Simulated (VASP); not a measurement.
# Ta in VASP: settings compared

The runs below take Ta through single point, with PBE, BLYP.

Program: VASP 6.6.1. These are calculated values, not measurements. Logs are shortened: lines on timing, memory, paths and dates and some standing lists are left out, and cuts for length are marked.

## Step 1: The cell of the first run

The structure is tetragonal, space group I4/mmm (No. 139). Conventional cell: a = 3.303 Å, b = 3.303 Å, c = 3.270 Å, α = 90.00°, β = 90.00°, γ = 90.00°. Within 3.8 Å of Ta (site symmetry 4/mmm) lie 14 Ta at 2.85 to 3.30 Å.

## Step 2: Single point, PBE

Contents of INCAR:

```
SYSTEM = Ta
PREC = Accurate
ENCUT = 520
EDIFF = 1E-6
ISMEAR = -1
SIGMA = 0.05
LREAL = .FALSE.
LASPH = .TRUE.
NELM = 100
ALGO = Normal
ISIF = 2
LWAVE = .FALSE.
LCHARG = .TRUE.
GGA = PE
LELF = .TRUE.
LVHAR = .TRUE.
NBANDS = 12
```

Contents of KPOINTS:

```
Automatic mesh
0
G
  10 10 10
  0 0 0
```

Contents of POSCAR:

```
Ta
1.0
   -1.6512800000      1.6512800000      1.6347672000
    1.6512800000     -1.6512800000      1.6347672000
    1.6512800000      1.6512800000     -1.6347672000
Ta
1
Direct
    0.0000000000      0.0000000000      0.0000000000
```

Potentials or basis: VASP PAW PBE potentials, release 64 (Ta_pv).

Command:

```console
> cat potpaw_PBE.64/Ta_pv/POTCAR > POTCAR
> mpirun -np 1 vasp_std > vasp.out
```

OUTCAR:

```text
SYSTEM = Ta
   PREC = Accurate
   ENCUT = 520
   EDIFF = 1E-6
   ISMEAR = -1
   LREAL = .FALSE.
   LASPH = .TRUE.
   NELM = 100
   ISIF = 2
   GGA = PE

 ion  position               nearest neighbor table
   1  0.000  0.000  0.000-

  LATTYP: Found a body centered tetragonal cell.
 ALAT       =     3.3025600000
 C/A-ratio  =     0.9900000000

  Lattice vectors:

 A1 = (  -1.6512800000,   1.6512800000,   1.6347672000)
 A2 = (   1.6512800000,  -1.6512800000,   1.6347672000)
 A3 = (   1.6512800000,   1.6512800000,  -1.6347672000)

Analysis of symmetry for initial positions (statically):
=====================================================================
 Subroutine PRICEL returns:
 Original cell was already a primitive cell.

 Routine SETGRP: Setting up the symmetry group for a
 body centered tetragonal supercell.

 Subroutine GETGRP returns: Found 16 space group operations
 (whereof 16 operations were pure point group operations)
 out of a pool of 16 trial point group operations.

The static configuration has the point symmetry D_4h.

Analysis of symmetry for dynamics (positions and initial velocities):
=====================================================================
 Subroutine PRICEL returns:
 Original cell was already a primitive cell.

 Routine SETGRP: Setting up the symmetry group for a
 body centered tetragonal supercell.

 Subroutine GETGRP returns: Found 16 space group operations
 (whereof 16 operations were pure point group operations)
 out of a pool of 16 trial point group operations.

The dynamic configuration has the point symmetry D_4h.

 Subroutine INISYM returns: Found 16 space group operations
 (whereof 16 operations are pure point group operations),
 and found     1 'primitive' translations

----------------------------------------------------------------------------------------

                                     Primitive cell

  volume of cell :      17.8302

  direct lattice vectors                    reciprocal lattice vectors
    -1.651280000  1.651280000  1.634767200     0.000000000  0.302795407  0.305853947
     1.651280000 -1.651280000  1.634767200     0.302795407  0.000000000  0.305853947
     1.651280000  1.651280000 -1.634767200     0.302795407  0.302795407  0.000000000

  length of vectors
     2.850599073  2.850599073  2.850599073     0.430385519  0.430385519  0.428217371

  position of ions in fractional coordinates (direct lattice)
     0.000000000  0.000000000  0.000000000

  ion indices of the primitive-cell ions
   primitive index   ion index
                 1           1

----------------------------------------------------------------------------------------

 KPOINTS: Automatic mesh

Automatic generation of k-mesh.
 Grid dimensions read from file:
 generate k-points for:   10   10   10

 Generating k-lattice:

  Cartesian coordinates                     Fractional coordinates (reciprocal lattice)
     0.000000000  0.030279541  0.030585395     0.100000000  0.000000000  0.000000000
     0.030279541  0.000000000  0.030585395     0.000000000  0.100000000  0.000000000
     0.030279541  0.030279541  0.000000000     0.000000000  0.000000000  0.100000000

  Length of vectors
     0.043038552  0.043038552  0.042821737

  Shift w.r.t. Gamma in fractional coordinates (k-lattice)
     0.000000000  0.000000000  0.000000000

 Subroutine IBZKPT returns following result:
 ===========================================

 Found    102 irreducible k-points:

 Following reciprocal coordinates:
            Coordinates               Weight
  0.000000  0.000000  0.000000      1.000000
  0.100000 -0.000000  0.000000      8.000000
  0.200000 -0.000000  0.000000      8.000000
  0.300000 -0.000000  0.000000      8.000000
  0.400000 -0.000000  0.000000      8.000000
  0.500000  0.000000  0.000000      4.000000
[... 16 lines left out ...]
  0.300000  0.300000  0.000000      8.000000
  0.400000  0.300000  0.000000     16.000000
 [... further k-points ...]
   k-points           NKPTS =    102   k-points in BZ     NKDIM =    102   number of bands    NBANDS=     12
   number of dos      NEDOS =    301   number of ions     NIONS =      1
   total plane-waves  NPLWV =  13824
   dimension x,y,z NGX =    24 NGY =   24 NGZ =   24
   dimension x,y,z NGXF=    48 NGYF=   48 NGZF=   48
   ions per type =               1
   NGX,Y,Z   is equivalent  to a cutoff of  14.00, 14.00, 14.00 a.u.
   NGXF,Y,Z  is equivalent  to a cutoff of  27.99, 27.99, 27.99 a.u.
 SYSTEM =  Ta
   PREC   = accura    normal or accurate (medium, high low for compatibility)
   ISTART =      0    job   : 0-new  1-cont  2-samecut
   ICHARG =      2    charge: 1-file 2-atom 10-const
   ISPIN  =      1    spin polarized calculation?
   LNONCOLLINEAR =      F non collinear calculations
   LSORBIT =      F    spin-orbit coupling
   LASPH  =      T    aspherical Exc in radial PAW
   ENCUT  =  520.0 eV  38.22 Ry    6.18 a.u.   5.30  5.30  5.30*2*pi/ulx,y,z
   NELM   =    100;   NELMIN=  2; NELMDL= -5     # of ELM steps
   EDIFF  = 0.1E-05   stopping-criterion for ELM
   LREAL  =      F    real-space projection
   EDIFFG = 0.1E-04   stopping-criterion for IOM
   NSW    =      0    number of steps for IOM
   IBRION =     -1    ionic relax: 0-MD 1-quasi-New 2-CG
   NFREE  =      0    steps in history (QN), initial steepest desc. (CG)
   ISIF   =      2    stress and relaxation
   ISYM   =      2    0-nonsym 1-usesym 2-fastsym
   POTIM  = 0.5000    time-step for ionic-motion
   TEBEG  =    0.0;   TEEND  =   0.0 temperature during run
   PSTRESS=    0.0 pullay stress
   NELECT =      11.0000    total number of electrons
   NUPDOWN=      -1.0000    fix difference up-down
   EMIN   =  10.00;   EMAX   =-10.00  energy-range for DOS
   EFERMI =   0.00;   METHOD = LEGACY
   ISMEAR =    -1;   SIGMA  =   0.05  broadening in eV -4-tet -1-fermi 0-gaus
   EFERMI_NEDOS =   21; number of points for ismear=-14 and -15
   IALGO  =     38    algorithm
   IMIX   =      4    mixing-type and parameters
     AMIX     =   0.40;   BMIX     =  1.00
     AMIX_MAG =   1.60;   BMIX_MAG =  1.00
  volume/ion in A,a.u.               =      17.83       120.32
  Fermi-wavevector in a.u.,A,eV,Ry     =   1.393649  2.633614 26.426002  1.942256
  Thomas-Fermi vector in A             =   2.517274
   LORBIT       =      0    0 simple, 1 ext, 2 COOP (PROOUT), +10 PAW based schemes
   GGA     = PE    functional components
   LHFCALC =     F    Hartree Fock is set to
   AEXX    =    0.0000 exact exchange contribution
   IVDW    =     0    specifies the selected vdW correction
   LEPSILON=     F    determine dielectric tensor
   LRPA    =     F    only Hartree local field effects (RPA)
 non-spin polarized calculation
  energy-cutoff  :      520.00
  volume of cell :       17.83
 maximum number of plane-waves:       490
 NGX is ok and might be reduce to    24
   NGX = 11   NGY = 11   NGZ = 11

 number of electron      11.0000002 magnetization

 Free energy of the ion-electron system (eV)
  ---------------------------------------------------
  ext. energy  EPLUGINS =         0.00000000
  ---------------------------------------------------
  free energy    TOTEN  =       -11.80504481 eV

  energy without entropy =      -11.79576054  energy(sigma->0) =      -11.80040267

 E-fermi :   5.5811     XC(G=0): -12.6750

 val. band max:        5.5628568618   @ k =  -0.1000  -0.4000   0.1000
 cond. band min:       5.5885936346   @ k =   0.4000   0.4000   0.0000
 fundamental gap:      0.0257367728
 Fermi energy:         5.5810863471

 k-point     1 :       0.0000    0.0000    0.0000
  band No.  band energies     occupation
      1     -27.4928      2.00000
      2     -27.4928      2.00000
      3     -27.4896      2.00000
      4      -2.3856      2.00000
      5       6.2025      0.00001
      6       6.3327      0.00000
      7       6.3327      0.00000
      8       9.5094      0.00000
      9       9.6886      0.00000
     10      20.2608      0.00000
     11      20.5696      0.00000
     12      20.5696      0.00000

 k-point     2 :       0.1000   -0.0000    0.0000
  band No.  band energies     occupation
      1     -27.6167      2.00000
      2     -27.5317      2.00000
      3     -27.4923      2.00000
      4      -1.9387      2.00000
      5       5.9761      0.00074
      6       6.2239      0.00001
      7       6.7144      0.00000
      8       9.2242      0.00000
      9       9.5769      0.00000
     10      20.2604      0.00000
     11      21.0324      0.00000
     12      21.3549      0.00000

 k-point     3 :       0.2000   -0.0000    0.0000
  band No.  band energies     occupation
      1     -27.9342      2.00000
      2     -27.6323      2.00000
      3     -27.4950      2.00000
      4      -0.7627      2.00000
      5       5.3140      1.99048
      6       5.7393      0.08112
      7       7.9931      0.00000
      8       8.9400      0.00000
      9       9.6609      0.00000
     10      20.2591      0.00000
     11      21.3614      0.00000
     12      23.1939      0.00000
[... 286 lines left out ...]
 k-point    23 :       0.3000    0.3000    0.0000
  band No.  band energies     occupation
      1     -28.4395      2.00000
      2     -28.2042      2.00000
      3     -27.6438      2.00000
      4       2.9349      2.00000
      5       4.2015      2.00000
      6       4.9375      1.99999
      7       9.7149      0.00000
      8      10.4634      0.00000
      9      14.9054      0.00000
     10      16.2915      0.00000
     11      18.9830      0.00000
     12      20.2657      0.00000

 k-point    24 :       0.4000    0.3000    0.0000
  band No.  band energies     occupation
      1     -28.4391      2.00000
      2     -28.2032      2.00000
      3     -27.6410      2.00000
      4       2.9568      2.00000
      5       4.2338      2.00000
      6       4.8853      2.00000
      7       9.7762      0.00000
      8      10.3177      0.00000
      9      14.9217      0.00000
     10      16.2980      0.00000
     11      19.0394      0.00000
     12      20.2657      0.00000

 [... further k-points ...]
[... 5 lines left out ...]
  --------------------------------------------------------------------------------------
  -------------------------------------------------------------------------------------
  Total        0.7099833      0.7099833      0.8836587      0.0000000      0.0000000      0.0000000
  in kB       63.7971600     63.7971600     79.4031568      0.0000000      0.0000000      0.0000000
  external PRESSURE =      68.9991589 kB  Pullay stress =       0.0000000 kB

 VOLUME and BASIS-vectors are now :
 -----------------------------------------------------------------------------
  energy-cutoff  :      520.00
  volume of cell :       17.83
      direct lattice vectors                 reciprocal lattice vectors
    -1.651280000  1.651280000  1.634767200     0.000000000  0.302795407  0.305853947
     1.651280000 -1.651280000  1.634767200     0.302795407  0.000000000  0.305853947
     1.651280000  1.651280000 -1.634767200     0.302795407  0.302795407  0.000000000

 POSITION                                       TOTAL-FORCE (eV/Angst)
 -----------------------------------------------------------------------------------
      0.00000      0.00000      0.00000         0.000000     -0.000000      0.000000
 -----------------------------------------------------------------------------------
    total drift:                                0.000000      0.000000     -0.000000

  FREE ENERGIE OF THE ION-ELECTRON SYSTEM (eV)
  ---------------------------------------------------
  free  energy   TOTEN  =       -11.8050448125 eV

  energy  without entropy=      -11.7957605367  energy(sigma->0) =      -11.80040267
```

Wall time 14 s (1 thread of Intel Xeon Platinum 8259CL at 2.50GHz (Skylake/Cascade Lake), shared host); peak memory 0.15 GiB.

What came out:

```
Free energy : -11.8050 eV
Pressure    : 6.9 GPa
```

Caveat: spin-orbit coupling is left out, which moves the levels of the heavy elements.

## Step 3: Single point, PBE, non-collinear spin, zero start, spin-orbit coupling

This run uses another cell than the first one, of 18.01 Å³/atom, 1.010 times its volume.

Contents of INCAR:

```
SYSTEM = Ta
PREC = Accurate
ENCUT = 520
EDIFF = 1E-7
ISMEAR = -1
SIGMA = 0.05
LREAL = .FALSE.
LASPH = .TRUE.
NELM = 150
ALGO = Fast
ISIF = 2
LWAVE = .FALSE.
LCHARG = .TRUE.
MAGMOM = 0 0 0
LORBIT = 11
LSORBIT = .TRUE.
GGA_COMPAT = .FALSE.
LORBMOM = .TRUE.
LMAXMIX = 4
GGA = PE
LVHAR = .TRUE.
NBANDS = 22
```

Contents of KPOINTS:

```
Automatic mesh
0
G
  11 11 11
  0 0 0
```

Contents of POSCAR:

```
Ta
1.0
   -1.6512800000      1.6512800000      1.6512800000
    1.6512800000     -1.6512800000      1.6512800000
    1.6512800000      1.6512800000     -1.6512800000
Ta
1
Direct
    0.0000000000      0.0000000000      0.0000000000
```

Potentials or basis: VASP PAW PBE potentials, release 64 (Ta_pv).

Command:

```console
> cat potpaw_PBE.64/Ta_pv/POTCAR > POTCAR
> mpirun -np 1 vasp_ncl > vasp.out
```

Run time: 77 s. Hardware: 1 thread of Intel Xeon Platinum 8259CL at 2.50GHz (Skylake/Cascade Lake), shared host; peak memory 0.21 GiB.

The run converged. Its results:

| Item | Value |
| --- | --- |
| Free energy | -12.5332 eV |
| Pressure | 2.5 GPa |
| Net moment | 0.00 μB per cell |
| Valence electrons inside the program's atomic spheres | Ta 8.95 |

Moments on the atoms (μB; x, y, z):
```
Ta  0.00 0.00 0.00
```

## Step 4: Single point, PBE

This run uses another cell than the first one, of 18.01 Å³/atom, 1.010 times its volume.

Contents of INCAR:

```
SYSTEM = Ta
PREC = Accurate ; ENCUT = 520
EDIFF = 1E-6 ; ISMEAR = -1
SIGMA = 0.02 ; LREAL = .False.
LASPH = .True. ; NELM = 100
ALGO = Fast ; ISIF = 2
LWAVE = .False. ; LCHARG = .False.
GGA = PE ; NBANDS = 12
```

Contents of KPOINTS:

```
regular mesh
0
Gamma
  4 4 4
  0 0 0
```

POSCAR is that of step 3.

Command:

```console
> cat potpaw_PBE.64/Ta_pv/POTCAR > POTCAR
> mpirun -np 1 vasp_std > vasp.out
```

It took 2.5 s on 1 thread of AMD EPYC 9R45 (Zen 5), shared host; peak memory 0.1 GiB.

Results (log left out):

| Property | Result |
| --- | --- |
| Free energy | -11.9009 eV |
| Pressure | 3.3 GPa |

Levels at points of the mesh, in eV from the Fermi level:
```
           k point  band 2  band 3  band 4  band 5  band 6  band 7  band 8  band 9
(0.00, 0.00, 0.00)  -33.00  -33.00   -7.83    0.81    0.81    0.81    4.09    4.09
(0.50, 0.00, 0.00)  -33.38  -33.01   -4.29   -1.46    1.67    3.97    4.99    7.87
(0.50, 0.50, 0.50)  -33.82  -33.82   -3.72   -3.72    6.91    6.91    6.91    8.74
```

Caveat: the k points lie up to 0.67 Å⁻¹ apart; spin-orbit coupling is left out, which moves the levels of the heavy elements.

## Step 5: Single point, BLYP

This run uses another cell than the first one, of 18.01 Å³/atom, 1.010 times its volume.

Contents of INCAR:

```
PREC     = Accurate       # precision mode
ENCUT    = 520            # plane-wave cutoff, eV
EDIFF    = 1E-6           # SCF threshold, eV
ISMEAR   = -1             # smearing method
SIGMA    = 0.05           # smearing width, eV
LREAL    = False          # projectors in reciprocal space
LASPH    = True           # aspherical terms in the spheres
NELM     = 60             # most SCF steps
ALGO     = Normal         # electronic algorithm
ISIF     = 2              # what is computed and relaxed
LWAVE    = False          # write WAVECAR
LCHARG   = False          # write CHGCAR
GGA      = B5             # functional
ALDAX    = 1.0          
AGGAX    = 1.0          
AGGAC    = 1.0          
ALDAC    = 0.0          
NBANDS   = 12             # bands
```

Contents of KPOINTS:

```
regular mesh
0
Gamma
  11 11 11
```

POSCAR is that of step 4.

Command:

```console
> cat potpaw_PBE.64/Ta_pv/POTCAR > POTCAR
> mpirun -np 1 vasp_std > vasp.out
```

Wall time 11 s (1 thread of AMD EPYC 9R45 (Zen 5), shared host); peak memory 0.11 GiB.

Results (log left out):

* Free energy: -10.2779 eV
* Pressure: 10.0 GPa

Levels at points of the mesh, in eV from the Fermi level:
| k point | band 1 | band 2 | band 3 | band 4 | band 5 | band 6 | band 7 | band 8 | band 9 | band 10 |
| --- | --- | --- | --- | --- | --- | --- | --- | --- | --- | --- |
| (0.00, 0.00, 0.00) | -32.96 | -32.96 | -32.96 | -7.76 | 0.62 | 0.62 | 0.62 | 3.90 | 3.90 | 14.08 |

Caveat: the PAW data sets were made with another functional, which shifts forces and pressure a little; spin-orbit coupling is left out, which moves the levels of the heavy elements.

## Step 6: The runs side by side

| level | spin | cell | k mesh | smearing | gap on the mesh (eV) | pressure (GPa) |
| --- | --- | --- | --- | --- | --- | --- |
| PBE | off | a = 2.851 Å, angles 109.2, 109.2, 110.0°, 1 atom | 10 × 10 × 10 | fermi-dirac 0.05 eV | none | 6.9 |
| PBE | non-collinear, zero start, SOC | a = 2.860 Å, angles 109.5°, 1 atom | 11 × 11 × 11 | fermi-dirac 0.05 eV | - | 2.5 |
| PBE | off | a = 2.860 Å, angles 109.5°, 1 atom | 4 × 4 × 4 | fermi-dirac 0.02 eV | none | 3.3 |
| BLYP | off | a = 2.860 Å, angles 109.5°, 1 atom | 11 × 11 × 11 | fermi-dirac 0.05 eV | none | 10.0 |

Alike in all rows: task single point; potentials or basis VASP PAW PBE potentials, release 64 (Ta_pv); cutoff (eV) 520.

Caveats: some runs use coarse meshes; spin-orbit coupling is left out, which moves the levels of the heavy elements (some runs); the PAW data sets were made with another functional, which shifts forces and pressure a little (some runs).

Total energies depend on the potentials used, so only differences within one code and one set of settings carry meaning.
